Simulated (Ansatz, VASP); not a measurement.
# Two plane-wave programs on Pd

```
Pd
1.0
     2.78367    0.00000    0.00000
    -1.39183    2.41072    0.00000
     0.00000    0.00000    4.62889
Pd
2
Direct
  0.33333 0.66667 0.25000
  0.66667 0.33333 0.75000
```

Alike in both runs: functional r2SCAN; k mesh 11 × 11 × 6; occupations fermi-dirac, width 0.05 eV; no spin polarisation.

|  | VASP | Ansatz |
| --- | --- | --- |
| version | VASP 6.6.1 | Ansatz 0.2.0 |
| potentials or method | VASP PAW PBE potentials, release 64 (Pd) | Ansatz PAW |
| plane-wave cutoff (eV) | 520 | 500 |
| valence electrons in the cell | 20 | 36 |
| task | single point | band structure |

```csv
,VASP,Ansatz,Ansatz less VASP
gap on the k mesh at the Fermi level (eV),none,none,-
pressure (GPa),-5.2,-5.6,-0.46
"traceless stress, the component that is largest in VASP (GPa)",0.58,0.64,+0.060
```

VASP's potentials were made for PBE, not for r2SCAN. A gap of «none» marks a metal or a gap that the smearing closes. VASP's potentials hold 20 valence electrons a cell and Ansatz's 36, so a difference there can come from the potentials and not from the codes.
